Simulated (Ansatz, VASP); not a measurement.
## WS2: VASP beside Ansatz

Contents of INCAR:

```
SYSTEM = WS2
PREC = Accurate
ENCUT = 600
EDIFF = 1E-6
ISMEAR = 0
SIGMA = 0.1
LREAL = .False.
LASPH = .True.
NELM = 150
ALGO = Normal
ISIF = 3
LWAVE = .False.
LCHARG = .False.
ISPIN = 2
MAGMOM = 0.38 0.02 0.02
LORBIT = 11
LMAXMIX = 4
GGA = PE
IBRION = 2
NSW = 90
EDIFFG = -0.04
```

The input KPOINTS:

```
regular mesh
0
Gamma
  4 4 4
  0 0 0
```

The input POSCAR:

```
WS2
1.0
    3.8016080800      0.0000000000      0.0000000000
    0.0000000000      3.8016080800      0.0000000000
    0.0000000000      0.0000000000      5.3762857100
W S
1 2
Direct
    0.0000000000      0.0000000000      0.0000000000
    0.5000000000      0.0000000000      0.2500000000
    0.0000000000      0.5000000000      0.7500000000
```

Input for Ansatz:

```yaml
crystal:
  lattice:
    - [3.80160808, 0.0, 0.0]
    - [0.0, 3.80160808, 0.0]
    - [0.0, 0.0, 5.37628571]
  atoms:
    - { symbol: W, position: [0.0, 0.0, 0.0] }
    - { symbol: S, position: [0.5, 0.0, 0.25] }
    - { symbol: S, position: [0.0, 0.5, 0.75] }
basis:
  ecutwfc: 420
kpoints:
  mp_grid: { grid: [4, 4, 4] }
hamiltonian:
  xc: pbe
scf:
  occupations: { method: gaussian, width: 0.1 }
  lower_state_search: "off"
output:
  forces: true
  stress: true
  eigenvalues: true
  populations: true
magnetization:
  spin_polarized: true
relax:
  adjacent_minimum: "off"
  f_tol: 0.04
  max_steps: 70
  cell: { stress_tol: 0.4 }
```

Change from the starting cell: ordered vacancies on the cation sites of zinc blende (P-4m2, No. 115).

Alike in both runs: task relaxation of cell and atoms; functional PBE; k mesh 4 × 4 × 4; occupations gaussian, width 0.1 eV; collinear spin.

```csv
,VASP,Ansatz
version,VASP 6.6.1,Ansatz 0.2.0
potentials or method,"VASP PAW PBE potentials, release 64 (W_sv, S), cutoff 600 eV","scalar-relativistic, plane waves, PAW"
valence electrons in the cell,26,26
```

|  | VASP | Ansatz | Ansatz less VASP |
| --- | --- | --- | --- |
| gap on the k mesh at the Fermi level, each at its own relaxed structure (eV) | none | none | - |
| net moment per atom (μB) | 0.00 | 0.23 | +0.230 |
| size of the moment on the site where the two differ most (μB) | 0.00 | 0.35 | +0.344 |
| relaxed volume (Å³/atom) | 27.09 | 27.85 | +0.762 |
| relaxed cell length with the largest relative difference (Å) | 5.842 | 6.125 | +0.2826 |

The net moments are unlike, so the other rows may belong to different states. Site moments also hang on the region over which each program counts them. A gap of «none» marks a metal or a gap that the smearing closes. Ansatz's warnings: no starting moments.

The k mesh is coarse, so the values compare programs but aren't converged. Spin-orbit coupling is off throughout.
